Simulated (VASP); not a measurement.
Set up this calculation in VASP 6.6.1, as the native input.

* Task: single point
* Functional: r2SCAN
* Potentials or basis: VASP PAW PBE potentials, release 64 (Hf_pv)
* Cutoff: 550 eV
* k mesh: 10 × 10 × 10
* Occupations: fermi-dirac, width 0.1 eV
* Spin: no spin polarisation
* Dipole correction: no
* Further INCAR settings: ALGO = Normal; EDIFF = 1e-06; NBANDS = 11

The system is Hf.

```xyz
1
Lattice="-1.7211 1.7211 1.7211 1.7211 -1.7211 1.7211 1.7211 1.7211 -1.7211" Properties=species:S:1:pos:R:3 pbc="T T T"
Hf    0.0000    0.0000    0.0000
```

This isn't the form of Hf at room conditions, which is hcp.

One way to write it, as run:

POSCAR

```
Hf
1.0
   -1.7211290683      1.7211290683      1.7211290683
    1.7211290683     -1.7211290683      1.7211290683
    1.7211290683      1.7211290683     -1.7211290683
Hf
1
Direct
    0.0000000000      0.0000000000      0.0000000000
```

INCAR.step1

```
PREC = Accurate
ENCUT = 550
ISMEAR = -1
SIGMA = 0.1
LREAL = F
LASPH = T
NELM = 120
NBANDS = 11
GGA = PE
ALGO = Normal
EDIFF = 1E-5
LWAVE = T
LCHARG = F
GGA_COMPAT = F
```

INCAR.step2

```
PREC = Accurate
ENCUT = 550
EDIFF = 1E-6
ISMEAR = -1
SIGMA = 0.1
LREAL = F
LASPH = T
NELM = 120
ALGO = Normal
ISIF = 2
LWAVE = F
LCHARG = T
METAGGA = R2SCAN
LMIXTAU = T
LELF = T
LVHAR = T
NBANDS = 11
ISTART = 1
GGA_COMPAT = F
```

KPOINTS

```
Automatic mesh
0
Gamma
  10 10 10
```

Potentials or basis: VASP PAW PBE potentials, release 64 (Hf_pv).

The run is started by

```console
$ cat potpaw_PBE.64/Hf_pv/POTCAR > POTCAR
$ cp INCAR.step1 INCAR
$ mpirun -np 1 vasp_std > vasp.out
$ cp INCAR.step2 INCAR
$ mpirun -np 1 vasp_std > vasp.out
```

Results of the run:

```json
{"Pressure": "9.7 GPa", "Band gap on the k mesh": "zero (bands 5 and 6 overlap by 2.71 eV)"}
```

Caveat: the cell stands under pressure; the PAW data sets were made with another functional, which shifts forces and pressure a little; spin-orbit coupling is left out, which moves the levels of the heavy elements.

Run time: 20 s on 1 thread of Intel(R) Xeon(R) Platinum 8488C (Sapphire Rapids), on a shared host, peak memory 0.14 GiB.
